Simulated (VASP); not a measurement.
Input of a VASP 6.6.1 run:

File INCAR:

```
SYSTEM = Si3C4
ALGO = Normal ; EDIFF = 1E-7
ENCUT = 520 ; GGA = PS
ISIF = 2 ; ISMEAR = -1
ISPIN = 2 ; LASPH = .True.
LCHARG = .False. ; LORBIT = 11
LREAL = .False. ; LWAVE = .False.
MAGMOM = 0.375 0.375 0.375 0.375 0.375 0.375 0.375 0.375 0 0 0 0 0 0 ; NBANDS = 45
NELECT = 57.0 ; NELM = 150
PREC = Accurate ; SIGMA = 0.05
```

Contents of KPOINTS:

```
Automatic mesh
0
Gamma
  2 2 2
  0.5 0.5 0.5
```

The input POSCAR:

```
Si3C4
1.0
    0.0000000000      4.3568530000      4.3568530000
    4.3568530000      0.0000000000      4.3568530000
    4.3568530000      4.3568530000      0.0000000000
C Si
8 6
Direct
    0.1302630000      0.1286310000      0.1211150000
    0.6324420000      0.6245750000      0.6233100000
    0.1262190000      0.1226100000      0.6300860000
    0.6175920000      0.6225110000      0.1329360000
    0.1210300000      0.6318040000      0.1215620000
    0.6283910000      0.1242450000      0.6272300000
    0.6261810000      0.1252630000      0.1293730000
    0.1224900000      0.6221390000      0.6249310000
    0.9996980000      0.9963090000      0.4945370000
    0.4931860000      0.4990690000      0.0059220000
    0.0011980000      0.4958720000      0.9961440000
    0.4950660000      0.9979470000      0.4999500000
    0.4959290000      0.0015310000      0.9971520000
    0.0063970000      0.4917200000      0.4999270000
```

Potentials or basis: VASP PAW PBE potentials, release 64 (C, Si).

Launch:

```bash
$ cat potpaw_PBE.64/C/POTCAR potpaw_PBE.64/Si/POTCAR > POTCAR
$ mpirun -np 1 vasp_std > vasp.out
```

Question: Estimate the net moment.

Answer: 1.49 μB per cell.

Question: What does it give for the largest force?

Answer: 1.865 eV/Å.

Forces in eV/Å, atoms in the order of the input:
```
C    0.899  0.645  0.094
C    1.130  1.043  0.295
C   -1.388 -1.146  0.126
C   -1.008 -0.782  1.311
C   -1.057  0.745 -1.263
C   -1.262  0.158 -1.159
C    0.307 -1.401 -1.193
C    0.730 -0.947 -0.507
Si   0.502  0.585  0.490
Si  -0.338 -0.063  0.483
Si   1.042 -0.142  0.133
Si   0.237  0.760  0.574
Si   0.056  1.100  0.435
Si   0.149 -0.555  0.182
```

Caveat: the k points lie up to 0.62 Å⁻¹ apart; the cell carries a net charge on a neutralising background, which shifts energy and pressure; the PAW data sets were made with another functional, which shifts forces and pressure a little.
